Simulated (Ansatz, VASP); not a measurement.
# LiF: VASP beside Ansatz

Contents of POSCAR:

```
LiF
1.0
    0.0000000000      2.0140000000      2.0140000000
    2.0140000000      0.0000000000      2.0140000000
    2.0140000000      2.0140000000      0.0000000000
Li F
1 1
Direct
    0.0175547860      0.0000000000      0.0000000000
    0.5000000000      0.5000000000      0.5000000000
```

The input INCAR.step1:

```
PREC = Accurate
ENCUT = 520
ISMEAR = 0
SIGMA = 0.05
LREAL = False
LASPH = True
NELM = 80
NBANDS = 12
GGA = PE
ALGO = Normal
EDIFF = 1E-4
LWAVE = True
LCHARG = False
```

The input INCAR.step2:

```
PREC = Accurate
ENCUT = 520
EDIFF = 1E-6
ISMEAR = 0
SIGMA = 0.05
LREAL = False
LASPH = True
NELM = 80
ALGO = Normal
ISIF = 2
LWAVE = False
LCHARG = False
METAGGA = R2SCAN
LMIXTAU = True
NBANDS = 12
ISTART = 1
```

Contents of KPOINTS:

```
regular mesh
0
Gamma
  10 10 10
```

Input for Ansatz:

```yaml
crystal:
  lattice:
    - [0.0, 2.014, 2.014]
    - [2.014, 0.0, 2.014]
    - [2.014, 2.014, 0.0]
  atoms:
    - { symbol: Li, position: [0.017554786, 0.0, 0.0] }
    - { symbol: F, position: [0.5, 0.5, 0.5] }
basis:
  ecutwfc: 500
kpoints:
  mp_grid: { grid: [10, 10, 10] }
hamiltonian:
  xc: r2scan
scf:
  occupations: { method: gaussian, width: 0.05 }
output:
  forces: true
  stress: true
  eigenvalues: true
```

Change from the starting cell: all Li atoms moved -0.050 Å, as atom 1 towards its neighbour atom 1 (Li) at 2.848 Å.

Alike in both runs: task single point; functional r2SCAN; k mesh 10 × 10 × 10; occupations gaussian, width 0.05 eV; no spin polarisation.

```csv
,VASP,Ansatz
version,VASP 6.6.1,Ansatz 0.2.0
potentials or method,"VASP PAW PBE potentials, release 64 (Li_sv, F), cutoff 520 eV","scalar-relativistic, plane waves, PAW"
valence electrons in the cell,10,10
```

VASP gave:

* gap on the k mesh at the Fermi level (eV): 10.26
* least direct gap on the mesh (eV): 10.26
* rms of the force components (eV/Å): 0.054

Q: Which values does Ansatz return?

A: gap on the k mesh at the Fermi level (eV): 10.06; least direct gap on the mesh (eV): 10.06; rms of the force components (eV/Å): 0.047.

VASP's potentials were made for PBE, not for r2SCAN. Atom by atom the forces differ by 0.007 eV/Å (rms over components).

Noted on VASP's run: the cutoff is under 1.25 times that of the potentials, so the pressure is a little rough.
